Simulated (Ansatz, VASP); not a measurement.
**Two plane-wave programs on TaN**

```
Ta N
1.0
     5.28836    0.00000    0.00000
    -2.64418    4.57985    0.00000
     0.00000    0.00000    2.93605
Ta N
3 3
Direct
  0.00000 0.00000 0.00000
  0.33333 0.66667 0.50000
  0.66667 0.33333 0.50000
  0.50000 0.00000 0.00000
  0.50000 0.50000 0.00000
  0.00000 0.50000 0.00000
```

Alike in both runs: functional RPBE; k mesh 5 × 5 × 8; no spin polarisation.

Ansatz relaxed the structure, and its values are those at the end. VASP's run is a single point on that final structure, the one shown.

```csv
,VASP,Ansatz
version,VASP 6.6.1,Ansatz 0.2.0
potentials or method,"VASP PAW PBE potentials, release 64 (Ta_pv, N)","plane waves, PAW"
plane-wave cutoff (eV),520,420
occupations,"methfessel-paxton of order 1, width 0.15 eV","cold, width 0.15 eV"
valence electrons in the cell,48,54
```

|  | VASP | Ansatz | Ansatz less VASP |
| --- | --- | --- | --- |
| pressure (GPa) | 0.6 | 0.0 | -0.62 |

VASP's potentials were made for PBE, not for RPBE. VASP's potentials hold 48 valence electrons a cell and Ansatz's 54, so a difference there can come from the potentials and not from the codes.

Spin-orbit coupling is off throughout.
